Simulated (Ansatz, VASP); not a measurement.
Two plane-wave programs on Rb

File INCAR:

```
PREC = Accurate
ENCUT = 520
EDIFF = 1E-7
ISMEAR = 0
SIGMA = 0.15
LREAL = False
LASPH = True
NELM = 80
ALGO = Fast
ISIF = 2
LWAVE = False
LCHARG = True
GGA = PS
LELF = True
LVHAR = True
NBANDS = 10
```

KPOINTS

```
Automatic mesh
0
Gamma
  14 14 14
```

The input POSCAR:

```
Rb
1.0
   -2.6619997576      2.8078627580      2.8078627580
    2.8078627580     -2.6619997576      2.8078627580
    2.8078627580      2.8078627580     -2.6619997576
Rb
1
Direct
    0.0000000000      0.0000000000      0.0000000000
```

Input for Ansatz:

```yaml
crystal:
  lattice:
    - [-2.6619997576, 2.807862758, 2.807862758]
    - [2.807862758, -2.6619997576, 2.807862758]
    - [2.807862758, 2.807862758, -2.6619997576]
  atoms:
    - { symbol: Rb, position: [0.0, 0.0, 0.0] }
basis:
  ecutwfc: 420
kpoints:
  mp_grid: { grid: [14, 14, 14] }
hamiltonian:
  xc: pbesol
scf:
  occupations: { method: gaussian, width: 0.15 }
output:
  forces: true
  stress: true
  eigenvalues: true
```

Alike in both runs: task single point; functional PBEsol; k mesh 14 × 14 × 14; occupations gaussian, width 0.15 eV; no spin polarisation.

```csv
,VASP,Ansatz
version,VASP 6.6.1,Ansatz 0.2.0
potentials or method,"VASP PAW PBE potentials, release 64 (Rb_sv), cutoff 520 eV","scalar-relativistic, plane waves, PAW"
valence electrons in the cell,9,9
```

|  | VASP | Ansatz | Ansatz less VASP |
| --- | --- | --- | --- |
| gap on the k mesh at the Fermi level (eV) | none | none | - |
| pressure (GPa) | -0.1 | -0.1 | 0.00 |
| traceless stress, the component that is largest in VASP (GPa) | -0.09 | -0.09 | 0.000 |

VASP's potentials were made for PBE, not for PBEsol. A gap of «none» marks a metal or a gap that the smearing closes.
